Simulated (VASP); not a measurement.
# BN (wurtzite type) (P6_3mc) in VASP: a series of runs

The runs below take BN (wurtzite type) through relaxation of cell and atoms, single point, with PBE.

Everything below comes from runs of VASP 6.6.1. Logs are shortened: lines on timing, memory, paths and dates and some standing lists are left out, and cuts for length are marked.

### Step 1. The cell of the first run

Symmetry: P6_3mc, No. 186, hexagonal system. The conventional cell has a = 3.049 Å, b = 3.049 Å, c = 4.969 Å, α = 90.00°, β = 90.00°, γ = 120.00°. B (site symmetry 3m) has 4 N at 1.86 to 1.87 Å within 2.5 Å. N (site symmetry 3m) has 4 B at 1.86 to 1.87 Å within 2.5 Å.

### Step 2. Relaxation of cell and atoms, PBE

INCAR

```
PREC = Accurate
ENCUT = 600
EDIFF = 1E-7
ISMEAR = -1
SIGMA = 0.05
LREAL = F
LASPH = T
NELM = 60
ALGO = Normal
ISIF = 3
LWAVE = F
LCHARG = F
GGA = PE
IBRION = 2
NSW = 60
EDIFFG = -0.005
```

KPOINTS

```
Automatic mesh
0
Gamma
  12 12 6
```

POSCAR

```
BN
1.0
    3.0486945782      0.0000000000      0.0000000000
   -1.5243472891      2.6402469531      0.0000000000
    0.0000000000      0.0000000000      4.9693721624
B N
2 2
Direct
    0.3333333333      0.6666666667      0.0000000000
    0.6666666667      0.3333333333      0.5000000000
    0.3333333333      0.6666666667      0.3760000000
    0.6666666667      0.3333333333      0.8760000000
```

Potentials or basis: VASP PAW PBE potentials, release 64 (B, N).

Launch:

```console
$ cat potpaw_PBE.64/B/POTCAR potpaw_PBE.64/N/POTCAR > POTCAR
$ mpirun -np 1 vasp_std > vasp.out
```

OUTCAR:

```text
PREC = Accurate
   ENCUT = 600
   EDIFF = 1E-7
   ISMEAR = -1
   LREAL = F
   LASPH = T
   NELM = 60
   ISIF = 3
   GGA = PE
   IBRION = 2
   NSW = 60
   EDIFFG = -0.005

 ion  position               nearest neighbor table
   1  0.333  0.667  0.000-   4 1.86   4 1.86   4 1.86   3 1.87
   2  0.667  0.333  0.500-   3 1.86   3 1.86   3 1.86   4 1.87
   3  0.333  0.667  0.376-   2 1.86   2 1.86   2 1.86   1 1.87
   4  0.667  0.333  0.876-   1 1.86   1 1.86   1 1.86   2 1.87

  LATTYP: Found a hexagonal cell.
 ALAT       =     3.0486945782
 C/A-ratio  =     1.6300000000

  Lattice vectors:

 A1 = (   3.0486945782,   0.0000000000,   0.0000000000)
 A2 = (  -1.5243472891,   2.6402469531,   0.0000000000)
 A3 = (   0.0000000000,   0.0000000000,   4.9693721624)

Analysis of symmetry for initial positions (statically):
=====================================================================
 Subroutine PRICEL returns:
 Original cell was already a primitive cell.

 Routine SETGRP: Setting up the symmetry group for a
 hexagonal supercell.

 Subroutine GETGRP returns: Found 12 space group operations
 (whereof  6 operations were pure point group operations)
 out of a pool of 24 trial point group operations.

The static configuration has the point symmetry C_3v.
 The point group associated with its full space group is C_6v.

Analysis of symmetry for dynamics (positions and initial velocities):
=====================================================================
 Subroutine PRICEL returns:
 Original cell was already a primitive cell.

 Routine SETGRP: Setting up the symmetry group for a
 hexagonal supercell.

 Subroutine GETGRP returns: Found 12 space group operations
 (whereof  6 operations were pure point group operations)
 out of a pool of 24 trial point group operations.

The dynamic configuration has the point symmetry C_3v.
 The point group associated with its full space group is C_6v.

 Subroutine INISYM returns: Found 12 space group operations
 (whereof  6 operations are pure point group operations),
 and found     1 'primitive' translations

----------------------------------------------------------------------------------------

                                     Primitive cell

  volume of cell :      40.0000

  direct lattice vectors                    reciprocal lattice vectors
     3.048694578  0.000000000  0.000000000     0.328009243  0.189376225  0.000000000
    -1.524347289  2.640246953  0.000000000     0.000000000  0.378752449  0.000000000
     0.000000000  0.000000000  4.969372162     0.000000000  0.000000000  0.201232664

  length of vectors
     3.048694578  3.048694578  4.969372162     0.378752449  0.378752449  0.201232664

  position of ions in fractional coordinates (direct lattice)
     0.333333333  0.666666667  0.000000000
     0.666666667  0.333333333  0.500000000
     0.333333333  0.666666667  0.376000000
     0.666666667  0.333333333  0.876000000

  ion indices of the primitive-cell ions
   primitive index   ion index
                 1           1
                 2           2
                 3           3
                 4           4

----------------------------------------------------------------------------------------

 KPOINTS: Automatic mesh

Automatic generation of k-mesh.
 Grid dimensions read from file:
 generate k-points for:   12   12    6

 Generating k-lattice:

  Cartesian coordinates                     Fractional coordinates (reciprocal lattice)
     0.027334104  0.015781352  0.000000000     0.083333333 -0.000000000  0.000000000
     0.000000000  0.031562704  0.000000000     0.000000000  0.083333333  0.000000000
     0.000000000  0.000000000  0.033538777     0.000000000  0.000000000  0.166666667

  Length of vectors
     0.031562704  0.031562704  0.033538777

  Shift w.r.t. Gamma in fractional coordinates (k-lattice)
     0.000000000  0.000000000  0.000000000

 Subroutine IBZKPT returns following result:
 ===========================================

 Found     76 irreducible k-points:

 Following reciprocal coordinates:
            Coordinates               Weight
  0.000000  0.000000  0.000000      1.000000
  0.083333  0.000000  0.000000      6.000000
  0.166667  0.000000  0.000000      6.000000
  0.250000  0.000000  0.000000      6.000000
  0.333333  0.000000  0.000000      6.000000
  0.416667  0.000000  0.000000      6.000000
[... 16 lines left out ...]
  0.250000  0.000000  0.166667     12.000000
  0.333333  0.000000  0.166667     12.000000
 [... further k-points ...]
   k-points           NKPTS =     76   k-points in BZ     NKDIM =     76   number of bands    NBANDS=     12
   number of dos      NEDOS =    301   number of ions     NIONS =      4
   total plane-waves  NPLWV =  23040
   dimension x,y,z NGX =    24 NGY =   24 NGZ =   40
   dimension x,y,z NGXF=    48 NGYF=   48 NGZF=   80
   ions per type =               2   2
   NGX,Y,Z   is equivalent  to a cutoff of  13.09, 13.09, 13.38 a.u.
   NGXF,Y,Z  is equivalent  to a cutoff of  26.17, 26.17, 26.76 a.u.
 SYSTEM =  unknown system
   PREC   = accura    normal or accurate (medium, high low for compatibility)
   ISTART =      0    job   : 0-new  1-cont  2-samecut
   ICHARG =      2    charge: 1-file 2-atom 10-const
   ISPIN  =      1    spin polarized calculation?
   LNONCOLLINEAR =      F non collinear calculations
   LSORBIT =      F    spin-orbit coupling
   LASPH  =      T    aspherical Exc in radial PAW
   ENCUT  =  600.0 eV  44.10 Ry    6.64 a.u.   6.09  6.09  9.93*2*pi/ulx,y,z
   NELM   =     60;   NELMIN=  2; NELMDL= -5     # of ELM steps
   EDIFF  = 0.1E-06   stopping-criterion for ELM
   LREAL  =      F    real-space projection
   EDIFFG = -.5E-02   stopping-criterion for IOM
   NSW    =     60    number of steps for IOM
   IBRION =      2    ionic relax: 0-MD 1-quasi-New 2-CG
   NFREE  =      1    steps in history (QN), initial steepest desc. (CG)
   ISIF   =      3    stress and relaxation
   ISYM   =      2    0-nonsym 1-usesym 2-fastsym
   POTIM  = 0.5000    time-step for ionic-motion
   TEBEG  =    0.0;   TEEND  =   0.0 temperature during run
   PSTRESS=    0.0 pullay stress
   NELECT =      16.0000    total number of electrons
   NUPDOWN=      -1.0000    fix difference up-down
   EMIN   =  10.00;   EMAX   =-10.00  energy-range for DOS
   EFERMI =   0.00;   METHOD = LEGACY
   ISMEAR =    -1;   SIGMA  =   0.05  broadening in eV -4-tet -1-fermi 0-gaus
   EFERMI_NEDOS =   21; number of points for ismear=-14 and -15
   IALGO  =     38    algorithm
   IMIX   =      4    mixing-type and parameters
     AMIX     =   0.40;   BMIX     =  1.00
     AMIX_MAG =   1.60;   BMIX_MAG =  1.00
  volume/ion in A,a.u.               =      10.00        67.48
  Fermi-wavevector in a.u.,A,eV,Ry     =   1.206225  2.279434 19.796173  1.454978
  Thomas-Fermi vector in A             =   2.341898
   LORBIT       =      0    0 simple, 1 ext, 2 COOP (PROOUT), +10 PAW based schemes
   GGA     = PE    functional components
   LHFCALC =     F    Hartree Fock is set to
   AEXX    =    0.0000 exact exchange contribution
   IVDW    =     0    specifies the selected vdW correction
   LEPSILON=     F    determine dielectric tensor
   LRPA    =     F    only Hartree local field effects (RPA)
 conjugate gradient relaxation of ions
 non-spin polarized calculation
  energy-cutoff  :      600.00
  volume of cell :       40.00
 maximum number of plane-waves:      1353
   NGX = 13   NGY = 13   NGZ = 19

--------------------------------------- Ionic step        1  -------------------------------------------

 number of electron      16.0000000 magnetization

 Free energy of the ion-electron system (eV)
  ---------------------------------------------------
  ext. energy  EPLUGINS =         0.00000000
  ---------------------------------------------------
  free energy    TOTEN  =       -29.42388984 eV

  energy without entropy =      -29.42388984  energy(sigma->0) =      -29.42388984

 E-fermi :   3.1414     XC(G=0): -10.3876

 val. band max:        2.2016465049   @ k =   0.0000   0.0000   0.0000
 cond. band min:       5.4220844146   @ k =   0.0000   0.0000   0.0000
 fundamental gap:      3.2204379097
 Fermi energy:         3.1413783364

 k-point     1 :       0.0000    0.0000    0.0000
  band No.  band energies     occupation
      1     -13.2883      2.00000
      2     -11.1207      2.00000
      3      -4.6953      2.00000
      4       0.9196      2.00000
      5       0.9196      2.00000
      6       2.1375      2.00000
      7       2.2016      2.00000
      8       2.2016      2.00000
      9       5.4221      0.00000
     10       6.1778      0.00000
     11       8.3707      0.00000
     12       8.3707      0.00000
[... 964 lines left out ...]
 POSITION                                       TOTAL-FORCE (eV/Angst)
 -----------------------------------------------------------------------------------
     -0.00000      1.47513      0.00270         0.000000      0.000000      0.010939
      1.27750      0.73757      2.11613         0.000000     -0.000000      0.010939
     -0.00000      1.47513      1.58660        -0.000000      0.000000     -0.010939
      1.27750      0.73757      3.70002        -0.000000     -0.000000     -0.010939
 -----------------------------------------------------------------------------------
    total drift:                               -0.000000      0.000000     -0.000156

  FREE ENERGIE OF THE ION-ELECTRON SYSTEM (eV)
  ---------------------------------------------------
  free  energy   TOTEN  =       -34.8679787040 eV

  energy  without entropy=      -34.8679787039  energy(sigma->0) =      -34.86797870

--------------------------------------- Ionic step        8  -------------------------------------------

 number of electron      16.0000001 magnetization

 Free energy of the ion-electron system (eV)
  ---------------------------------------------------
  ext. energy  EPLUGINS =         0.00000000
  ---------------------------------------------------
  free energy    TOTEN  =       -34.86799108 eV

  energy without entropy =      -34.86799108  energy(sigma->0) =      -34.86799108

 E-fermi :   8.4332     XC(G=0): -12.7571

 val. band max:        7.4171906647   @ k =   0.0000   0.0000   0.0000
 cond. band min:      12.6274838721   @ k =   0.3333   0.3333   0.0000
 fundamental gap:      5.2102932074
 Fermi energy:         8.4331693926

 k-point     1 :       0.0000    0.0000    0.0000
  band No.  band energies     occupation
      1     -12.8576      2.00000
      2      -8.7546      2.00000
      3      -3.3959      2.00000
      4       5.3151      2.00000
      5       5.3151      2.00000
      6       7.1560      2.00000
      7       7.4172      2.00000
      8       7.4172      2.00000
      9      15.7434      0.00000
     10      15.7434      0.00000
     11      15.9628      0.00000
     12      16.8093      0.00000
[... 367 lines left out ...]
 POSITION                                       TOTAL-FORCE (eV/Angst)
 -----------------------------------------------------------------------------------
     -0.00000      1.47540      0.00291         0.000000     -0.000000      0.001133
      1.27773      0.73770      2.11585         0.000000      0.000000      0.001133
     -0.00000      1.47540      1.58603        -0.000000     -0.000000     -0.001133
      1.27773      0.73770      3.69898        -0.000000      0.000000     -0.001133
 -----------------------------------------------------------------------------------
    total drift:                               -0.000000      0.000000      0.000263

  FREE ENERGIE OF THE ION-ELECTRON SYSTEM (eV)
  ---------------------------------------------------
  free  energy   TOTEN  =       -34.8679910847 eV

  energy  without entropy=      -34.8679910847  energy(sigma->0) =      -34.86799108

 reached required accuracy - stopping structural energy minimisation
```

Wall time 1.8 min (1 thread of Intel Xeon Platinum 8375C at 2.90GHz (Ice Lake), shared host); peak memory 0.18 GiB.

Results:

- Free energy: -34.8680 eV
- Relaxed volume: 5.97 Å³/atom
- Relaxed cell: a = 2.555 Å, b = 2.555 Å, c = 4.226 Å, α = 90.00°, β = 90.00°, γ = 120.00°
- Space group after relaxing (to 0.1 Å): P6_3mc (No. 186)
- Energy gained by relaxing: 1361.0 meV/atom
- Ionic steps: 8
- Pressure after relaxing: 0.0 GPa
- Band gap on the k mesh: 5.21 eV (least direct gap 8.23 eV)

The path:
```tsv
step	energy change (eV)	largest force (eV/Å)	pressure (GPa)	volume (Å³)
1	0.0000	0.0270	-70.51	40.00
2	-4.1848	0.3049	108.28	19.55
3	-5.4420	0.0928	-1.79	24.02
4	-5.4417	0.1002	2.39	23.75
5	-5.4422	0.1141	-2.28	24.04
6	-5.4441	0.0140	-0.10	23.90
7	-5.4441	0.0109	0.02	23.90
8	-5.4441	0.0011	-0.04	23.90
```

Final structure:
```cif
data_structure
_symmetry_space_group_name_H-M 'P 1'
_symmetry_Int_Tables_number 1
_cell_length_a 2.5555
_cell_length_b 2.5555
_cell_length_c 4.2259
_cell_angle_alpha 90.000
_cell_angle_beta 90.000
_cell_angle_gamma 120.000
_cell_volume 23.90
loop_
_atom_site_label
_atom_site_type_symbol
_atom_site_fract_x
_atom_site_fract_y
_atom_site_fract_z
_atom_site_occupancy
B1 B 0.33333 0.66667 0.00069 1
B2 B 0.66667 0.33333 0.50069 1
N1 N 0.33333 0.66667 0.37531 1
N2 N 0.66667 0.33333 0.87531 1
```

Levels at points of the mesh, in eV from the valence-band top:
```csv
k point,band 6,band 7,band 8,band 9,band 10,band 11
"(0.00, 0.00, 0.00)",-0.26,0.00,0.00,8.33,8.33,8.55
"(0.50, 0.00, 0.00)",-4.93,-4.36,-2.09,6.67,7.94,10.55
"(0.00, 0.00, 0.50)",-1.16,-1.16,-1.16,9.39,9.39,9.87
"(0.50, 0.00, 0.50)",-3.73,-3.53,-3.53,6.55,6.55,9.96
```

Caveat: the volume moved by over 15 % at a fixed basis, so the end points are rough.

### Step 3. Single point, PBE (5.25 Å³/atom)

This run uses another cell than the first one, of 5.25 Å³/atom.

INCAR

```
PREC     = Accurate       # precision mode
ENCUT    = 520            # plane-wave cutoff, eV
EDIFF    = 1E-6           # SCF threshold, eV
ISMEAR   = -1             # smearing method
SIGMA    = 0.05           # smearing width, eV
LREAL    = False          # projectors in reciprocal space
LASPH    = True           # aspherical terms in the spheres
NELM     = 100            # most SCF steps
ALGO     = Normal         # electronic algorithm
ISIF     = 2              # what is computed and relaxed
LWAVE    = False          # write WAVECAR
LCHARG   = True           # write CHGCAR
GGA      = PE             # functional
LELF     = True           # ELF
LVHAR    = True         
NBANDS   = 16             # bands
```

KPOINTS

```
regular mesh
0
Gamma
  12 12 6
```

POSCAR

```
BN
1.0
    2.4470707926      0.0000000000      0.0000000000
   -1.2235353963      2.1192254712      0.0000000000
    0.0000000000      0.0000000000      4.0514824894
B N
2 2
Direct
    0.3333333333      0.6666666667      0.0011587297
    0.6666666667      0.3333333333      0.5011587297
    0.3333333333      0.6666666667      0.3748412703
    0.6666666667      0.3333333333      0.8748412703
```

Potentials or basis: VASP PAW PBE potentials, release 64 (B, N).

Launch:

```console
$ cat potpaw_PBE.64/B/POTCAR potpaw_PBE.64/N/POTCAR > POTCAR
$ mpirun -np 1 vasp_std > vasp.out
```

It took 30 s on 1 thread of Intel Xeon 8259CL, shared host; peak memory 0.14 GiB.

Results (log left out):

* Free energy: -34.3349 eV
* Pressure: 60.6 GPa
* Band gap on the k mesh: 4.90 eV (least direct gap 8.81 eV)

Levels at points of the mesh, in eV from the valence-band top:
| k point | band 5 | band 6 | band 7 | band 8 | band 9 | band 10 | band 11 | band 12 |
| --- | --- | --- | --- | --- | --- | --- | --- | --- |
| (0.00, 0.00, 0.00) | -2.40 | -0.38 | 0.00 | 0.00 | 8.83 | 8.83 | 9.23 | 11.03 |
| (0.50, 0.00, 0.00) | -7.64 | -5.62 | -5.08 | -2.37 | 7.13 | 8.28 | 11.17 | 12.48 |
| (0.00, 0.00, 0.50) | -1.33 | -1.33 | -1.33 | -1.33 | 10.55 | 10.55 | 10.55 | 10.55 |
| (0.50, 0.00, 0.50) | -4.25 | -4.25 | -4.03 | -4.03 | 6.99 | 6.99 | 10.84 | 10.84 |

Caveat: the cell stands under pressure.
